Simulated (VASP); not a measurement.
Set up this calculation in VASP 6.6.1, as the native input.

- Task: single point
- Functional: PBE
- Potentials or basis: VASP PAW PBE potentials, release 64 (Si, C)
- Cutoff: 520 eV
- k mesh: 10 × 10 × 3
- Occupations: gaussian, width 0.05 eV
- Spin: no spin polarisation
- Dipole correction: no
- Further INCAR settings: ALGO = Normal; EDIFF = 1e-06; NBANDS = 26

The structure of SiC lies in POSCAR:

```
SiC
1.0
   -3.0941201809      0.0000000000      0.0000000000
   -1.5470600905     -2.6795866790      0.0000000000
   -3.0942748869     -1.7864804389     10.1293391998
Si C
4 4
Direct
    0.2706174067      0.2706174067      0.5940441877
    0.2706340734      0.2706340734      0.0940441877
    0.7705888256      0.7705888256      0.3440995566
    0.4372388256      0.4372388256      0.8440995566
    0.3959815024      0.3959815024      0.4060074460
   -0.2707018309     -0.2707018309      0.9060074460
   -0.1044370947     -0.1044370947      0.1566478097
   -0.4377870947     -0.4377870947      0.6566478097
```

The input as run:

INCAR

```
PREC = Accurate ; ENCUT = 520
EDIFF = 1E-6 ; ISMEAR = 0
SIGMA = 0.05 ; LREAL = F
LASPH = T ; NELM = 100
ALGO = Normal ; ISIF = 2
LWAVE = F ; LCHARG = F
GGA = PE ; NBANDS = 26
```

KPOINTS

```
Automatic mesh
0
Gamma
  10 10 3
```

Potentials or basis: VASP PAW PBE potentials, release 64 (Si, C).

Launch:

```sh
$ cat potpaw_PBE.64/Si/POTCAR potpaw_PBE.64/C/POTCAR > POTCAR
$ mpirun -np 1 vasp_std > vasp.out
```

It gave:

- Pressure: -2.2 GPa
- Largest force: 0.396 eV/Å
- Band gap on the k mesh: 0.47 eV, indirect (least direct gap 1.50 eV)

It took 67 s on 1 thread of Intel(R) Xeon(R) 6975P-C (Granite Rapids), on a shared host, peak memory 0.28 GiB.
